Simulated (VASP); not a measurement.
A run of VASP 6.6.1:

INCAR

```
PREC = Accurate ; ENCUT = 520
EDIFF = 1E-6 ; ISMEAR = 0
SIGMA = 0.15 ; LREAL = False
LASPH = True ; NELM = 60
ALGO = Normal ; ISIF = 2
LWAVE = False ; LCHARG = False
GGA = PS ; NBANDS = 16
```

The input KPOINTS:

```
regular mesh
0
Gamma
  14 14 14
```

File POSCAR:

```
InAs
1.0
    0.0000000000      3.2425406972      2.7030182538
    2.7030182538      0.0000000000      2.7030182538
    2.7030182538      3.2425406972      0.0000000000
In As
1 1
Direct
    0.0000000000      0.0000000000      0.0000000000
    0.7500000000      0.7500000000      0.7500000000
```

Potentials or basis: VASP PAW PBE potentials, release 64 (In_d, As).

The run is started by

```console
$ cat potpaw_PBE.64/In_d/POTCAR potpaw_PBE.64/As/POTCAR > POTCAR
$ mpirun -np 1 vasp_std > vasp.out
```

Hardware: 1 thread of Intel Xeon 8259CL (shared host).

Problem. Estimate the wall time of this run.

Solution. Run time: 3.7 min on 1 thread of Intel Xeon 8259CL, on a shared host, peak memory 0.32 GiB. Counts: scf iterations 13, k points 244.
